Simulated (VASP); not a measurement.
# CuAs (P6_3/mmc) in VASP: a series of runs

The runs below take CuAs through single point, with LDA.

All numbers are computed with VASP 6.6.1; they aren't measurements. Logs are shortened: lines on timing, memory, paths and dates and some standing lists are left out, and cuts for length are marked.

## (1) The cell of the first run

The structure is hexagonal, space group P6_3/mmc (No. 194). The conventional cell has a = 4.044 Å, b = 4.044 Å, c = 4.988 Å, α = 90.00°, β = 90.00°, γ = 120.00°. Cu (site symmetry -3m) has 2 Cu at 2.49 Å and 6 As at 2.65 Å within 3.3 Å. Within 3.5 Å of As (site symmetry -6m2) lie 6 Cu at 2.65 Å and 6 As at 3.42 Å.

## (2) Single point, LDA

File INCAR:

```
SYSTEM = CuAs
PREC = Accurate
ENCUT = 520
EDIFF = 1E-6
ISMEAR = 0
SIGMA = 0.15
LREAL = .FALSE.
LASPH = .TRUE.
NELM = 80
ALGO = Normal
ISIF = 2
LWAVE = .FALSE.
LCHARG = .FALSE.
NBANDS = 24
```

File KPOINTS:

```
regular mesh
0
G
  12 12 8
  0 0 0
```

File POSCAR:

```
CuAs
1.0
    4.0443000000      0.0000000000      0.0000000000
   -2.0221500000      3.5024665405      0.0000000000
    0.0000000000      0.0000000000      4.9876000000
Cu As
2 2
Direct
    0.0000000000      0.0000000000      0.5000000000
    0.0000000000      0.0000000000      0.0000000000
    0.6666666667      0.3333333333      0.7500000000
    0.3333333333      0.6666666667      0.2500000000
```

Potentials or basis: VASP PAW LDA potentials, release 64 (Cu, As).

Run with:

```
$ cat potpaw_LDA.64/Cu/POTCAR potpaw_LDA.64/As/POTCAR > POTCAR
$ mpirun -np 1 vasp_std > vasp.out
```

OUTCAR:

```text
SYSTEM = CuAs
   PREC = Accurate
   ENCUT = 520
   EDIFF = 1E-6
   ISMEAR = 0
   LREAL = .FALSE.
   LASPH = .TRUE.
   NELM = 80
   ISIF = 2

 ion  position               nearest neighbor table
   1  0.000  0.000  0.500-   2 2.49   2 2.49   4 2.65   3 2.65   4 2.65   3 2.65   3 2.65   4 2.65

   2  0.000  0.000  0.000-   1 2.49   1 2.49   4 2.65   3 2.65   4 2.65   3 2.65   3 2.65   4 2.65

   3  0.667  0.333  0.750-   1 2.65   2 2.65   1 2.65   2 2.65   1 2.65   2 2.65
   4  0.333  0.667  0.250-   1 2.65   2 2.65   1 2.65   2 2.65   1 2.65   2 2.65

  LATTYP: Found a hexagonal cell.
 ALAT       =     4.0443000000
 C/A-ratio  =     1.2332418465

  Lattice vectors:

 A1 = (   4.0443000000,   0.0000000000,   0.0000000000)
 A2 = (  -2.0221500000,   3.5024665405,   0.0000000000)
 A3 = (   0.0000000000,   0.0000000000,   4.9876000000)

Analysis of symmetry for initial positions (statically):
=====================================================================
 Subroutine PRICEL returns:
 Original cell was already a primitive cell.

 Routine SETGRP: Setting up the symmetry group for a
 hexagonal supercell.

 Subroutine GETGRP returns: Found 24 space group operations
 (whereof 12 operations were pure point group operations)
 out of a pool of 24 trial point group operations.

The static configuration has the point symmetry D_3d.
 The point group associated with its full space group is D_6h.

Analysis of symmetry for dynamics (positions and initial velocities):
=====================================================================
 Subroutine PRICEL returns:
 Original cell was already a primitive cell.

 Routine SETGRP: Setting up the symmetry group for a
 hexagonal supercell.

 Subroutine GETGRP returns: Found 24 space group operations
 (whereof 12 operations were pure point group operations)
 out of a pool of 24 trial point group operations.

The dynamic configuration has the point symmetry D_3d.
 The point group associated with its full space group is D_6h.

 Subroutine INISYM returns: Found 24 space group operations
 (whereof 12 operations are pure point group operations),
 and found     1 'primitive' translations

----------------------------------------------------------------------------------------
[... 87 lines left out ...]
 SYSTEM =  CuAs
   PREC   = accura    normal or accurate (medium, high low for compatibility)
   ISTART =      0    job   : 0-new  1-cont  2-samecut
   ICHARG =      2    charge: 1-file 2-atom 10-const
   ISPIN  =      1    spin polarized calculation?
   LNONCOLLINEAR =      F non collinear calculations
   LSORBIT =      F    spin-orbit coupling
   LASPH  =      T    aspherical Exc in radial PAW
   ENCUT  =  520.0 eV  38.22 Ry    6.18 a.u.   7.52  7.52  9.27*2*pi/ulx,y,z
   NELM   =     80;   NELMIN=  2; NELMDL= -5     # of ELM steps
   EDIFF  = 0.1E-05   stopping-criterion for ELM
   LREAL  =      F    real-space projection
   EDIFFG = 0.1E-04   stopping-criterion for IOM
   NSW    =      0    number of steps for IOM
   IBRION =     -1    ionic relax: 0-MD 1-quasi-New 2-CG
   NFREE  =      0    steps in history (QN), initial steepest desc. (CG)
   ISIF   =      2    stress and relaxation
   ISYM   =      2    0-nonsym 1-usesym 2-fastsym
   POTIM  = 0.5000    time-step for ionic-motion
   TEBEG  =    0.0;   TEEND  =   0.0 temperature during run
   PSTRESS=    0.0 pullay stress
   NELECT =      32.0000    total number of electrons
   NUPDOWN=      -1.0000    fix difference up-down
   EMIN   =  10.00;   EMAX   =-10.00  energy-range for DOS
   EFERMI =   0.00;   METHOD = LEGACY
   ISMEAR =     0;   SIGMA  =   0.15  broadening in eV -4-tet -1-fermi 0-gaus
   EFERMI_NEDOS =   21; number of points for ismear=-14 and -15
   IALGO  =     38    algorithm
   IMIX   =      4    mixing-type and parameters
     AMIX     =   0.40;   BMIX     =  1.00
     AMIX_MAG =   1.60;   BMIX_MAG =  1.00
  volume/ion in A,a.u.               =      17.66       119.19
  Fermi-wavevector in a.u.,A,eV,Ry     =   1.257251  2.375859 21.506442  1.580679
  Thomas-Fermi vector in A             =   2.390919
   LORBIT       =      0    0 simple, 1 ext, 2 COOP (PROOUT), +10 PAW based schemes
   GGA     = CA    functional components
   LHFCALC =     F    Hartree Fock is set to
   AEXX    =    0.0000 exact exchange contribution
   IVDW    =     0    specifies the selected vdW correction
   LEPSILON=     F    determine dielectric tensor
   LRPA    =     F    only Hartree local field effects (RPA)
 non-spin polarized calculation
 Gauss-broadening in eV      SIGMA  =   0.15
  energy-cutoff  :      520.00
  volume of cell :       70.65
 maximum number of plane-waves:      1925
   NGX = 15   NGY = 15   NGZ = 19

 number of electron      32.0000044 magnetization

 Free energy of the ion-electron system (eV)
  ---------------------------------------------------
  ext. energy  EPLUGINS =         0.00000000
  ---------------------------------------------------
  free energy    TOTEN  =       -19.58372807 eV

  energy without entropy =      -19.55938814  energy(sigma->0) =      -19.57155811

 E-fermi :   5.2710     XC(G=0): -10.9744

 val. band max:        5.2589116369   @ k =   0.2500   0.0833   0.3750
 cond. band min:       5.2773401010   @ k =   0.4167   0.1667   0.2500
 fundamental gap:      0.0184284640
 Fermi energy:         5.2710064625

 k-point     1 :       0.0000    0.0000    0.0000
  band No.  band energies     occupation
      1      -7.5292      2.00000
      2      -4.3059      2.00000
      3      -0.0631      2.00000
      4       0.8764      2.00000
      5       0.8764      2.00000
      6       1.1031      2.00000
[... 637 lines left out ...]
     23      13.2485      0.00000
     24      14.0220      0.00000

 [... further k-points ...]
[... 5 lines left out ...]
  --------------------------------------------------------------------------------------
  -------------------------------------------------------------------------------------
  Total       -6.5625609     -6.5625609     -4.9944546     -0.0000000      0.0000000      0.0000000
  in kB     -148.8246785   -148.8246785   -113.2634205     -0.0000000      0.0000000      0.0000000
  external PRESSURE =    -136.9709258 kB  Pullay stress =       0.0000000 kB

 VOLUME and BASIS-vectors are now :
 -----------------------------------------------------------------------------
  energy-cutoff  :      520.00
  volume of cell :       70.65
      direct lattice vectors                 reciprocal lattice vectors
     4.044300000  0.000000000  0.000000000     0.247261578  0.142756539  0.000000000
    -2.022150000  3.502466540  0.000000000     0.000000000  0.285513077  0.000000000
     0.000000000  0.000000000  4.987600000     0.000000000  0.000000000  0.200497233

 POSITION                                       TOTAL-FORCE (eV/Angst)
 -----------------------------------------------------------------------------------
      0.00000      0.00000      2.49380        -0.000000      0.000000      0.000000
      0.00000      0.00000      0.00000         0.000000      0.000000      0.000000
      2.02215      1.16749      3.74070         0.000000     -0.000000     -0.000000
     -0.00000      2.33498      1.24690        -0.000000     -0.000000      0.000000
 -----------------------------------------------------------------------------------
    total drift:                               -0.000000      0.000000     -0.000000

  FREE ENERGIE OF THE ION-ELECTRON SYSTEM (eV)
  ---------------------------------------------------
  free  energy   TOTEN  =       -19.5837280733 eV

  energy  without entropy=      -19.5593881393  energy(sigma->0) =      -19.57155811
```

OSZICAR:

```text
N       E                     dE             d eps       ncg     rms          rms(c)
DAV:   1     0.212078585816E+03    0.21208E+03   -0.13768E+04  4584   0.167E+03
DAV:   2    -0.512893269885E+01   -0.21721E+03   -0.20455E+03  4632   0.313E+02
DAV:   3    -0.217842082928E+02   -0.16655E+02   -0.15521E+02  6168   0.107E+02
DAV:   4    -0.223300435298E+02   -0.54584E+00   -0.54442E+00  5256   0.175E+01
DAV:   5    -0.223437396684E+02   -0.13696E-01   -0.13689E-01  6200   0.257E+00    0.153E+01
DAV:   6    -0.245824046464E+02   -0.22387E+01   -0.45521E+01  5336   0.188E+02    0.133E+01
DAV:   7    -0.197215151715E+02    0.48609E+01   -0.13015E+01  5416   0.902E+01    0.291E+00
DAV:   8    -0.195917640836E+02    0.12975E+00   -0.15053E+00  7160   0.258E+01    0.127E+00
DAV:   9    -0.195851779872E+02    0.65861E-02   -0.23324E-01  7152   0.633E+00    0.236E-01
DAV:  10    -0.195861098173E+02   -0.93183E-03   -0.48613E-03  7248   0.151E+00    0.345E-01
DAV:  11    -0.195837022566E+02    0.24076E-02   -0.57867E-03  6160   0.249E+00    0.685E-02
DAV:  12    -0.195838232839E+02   -0.12103E-03   -0.15102E-03  4976   0.256E-01    0.620E-02
DAV:  13    -0.195837245059E+02    0.98778E-04   -0.17256E-04  7120   0.369E-01    0.455E-03
DAV:  14    -0.195837281548E+02   -0.36489E-05   -0.35850E-05  5120   0.384E-02    0.292E-03
DAV:  15    -0.195837280733E+02    0.81501E-07   -0.41340E-07  3304   0.642E-03
   1 F= -.19583728E+02 E0= -.19571558E+02  d E =-.243399E-01
```

stdout:

```text
POSCAR found type information on POSCAR CuAs
 POSCAR found :  2 types and       4 ions
 scaLAPACK will be used
 LDA part: xc-table for (Slater(with rela. corr.)+CA(PZ))
 , standard interpolation
 POSCAR, INCAR and KPOINTS ok, starting setup
 FFT: planning ... GRIDC
 FFT: planning ... GRID_SOFT
 FFT: planning ... GRID
 WAVECAR not read
 entering main loop
```

Run time: 2.7 min. Hardware: 1 thread of AMD EPYC 7R43 (Zen 3), shared host; peak memory 0.23 GiB.

Results:

* Free energy: -19.5837 eV
* Pressure: -13.7 GPa
* Band gap on the k mesh: zero (bands 16 and 17 overlap by 1.71 eV)

Caveat: the cell stands under tension.

## (3) Single point, LDA

This run uses another cell than the first one, of 17.78 Å³/atom.

File INCAR:

```
SYSTEM = CuAs
PREC     = Accurate       ! precision mode
ENCUT    = 520            ! plane-wave cutoff, eV
EDIFF    = 1E-7           ! SCF threshold, eV
ISMEAR   = 0              ! smearing method
SIGMA    = 0.15           ! smearing width, eV
LREAL    = .False.        ! projectors in reciprocal space
LASPH    = .True.         ! aspherical terms in the spheres
NELM     = 100            ! most SCF steps
ALGO     = Normal         ! electronic algorithm
ISIF     = 2              ! what is computed and relaxed
LWAVE    = .False.        ! write WAVECAR
LCHARG   = .False.        ! write CHGCAR
GGA      = CA             ! functional
NBANDS   = 24             ! bands
```

File KPOINTS:

```
regular mesh
0
Gamma
  12 12 8
  0 0 0
```

File POSCAR:

```
CuAs
1.0
    3.9561000000      0.0000000000      0.0000000000
   -1.9780500000      3.4260830999      0.0000000000
    0.0000000000      0.0000000000      5.2467000000
Cu As
2 2
Direct
    0.0000000000      0.0000000000      0.5000000000
    0.0000000000      0.0000000000      0.0000000000
    0.6666666667      0.3333333333      0.7500000000
    0.3333333333      0.6666666667      0.2500000000
```

Potentials or basis: VASP PAW LDA potentials, release 64 (Cu, As).

Run with:

```
$ cat potpaw_LDA.64/Cu/POTCAR potpaw_LDA.64/As/POTCAR > POTCAR
$ mpirun -np 1 vasp_std > vasp.out
```

It took 3.3 min on 1 thread of AMD EPYC 7R43 (Zen 3), shared host; peak memory 0.23 GiB.

The run converged. Its results:

- Free energy: -19.5506 eV
- Pressure: -14.2 GPa
- Band gap on the k mesh: zero (bands 16 and 17 overlap by 2.01 eV)

Stress tensor (GPa, compression positive):
```
-13.40   0.00   0.00
  0.00 -13.40   0.00
  0.00   0.00 -15.87
```

Levels at points of the mesh, in eV from the Fermi level:
| k point | band 13 | band 14 | band 15 | band 16 | band 17 | band 18 | band 19 | band 20 |
| --- | --- | --- | --- | --- | --- | --- | --- | --- |
| (0.00, 0.00, 0.00) | -1.55 | 0.00 | 0.00 | 1.19 | 1.19 | 2.25 | 2.61 | 2.77 |
| (0.50, 0.00, 0.00) | -2.63 | -2.62 | -2.55 | -2.21 | 0.04 | 2.14 | 3.39 | 4.51 |
| (0.00, 0.00, 0.50) | -1.41 | -1.41 | 0.89 | 0.89 | 0.89 | 0.89 | 4.04 | 4.04 |
| (0.50, 0.00, 0.50) | -2.83 | -2.83 | -0.48 | -0.48 | 0.28 | 0.28 | 4.06 | 4.06 |

Caveat: the cell stands under tension.

(Continued in part 2 of 2.)
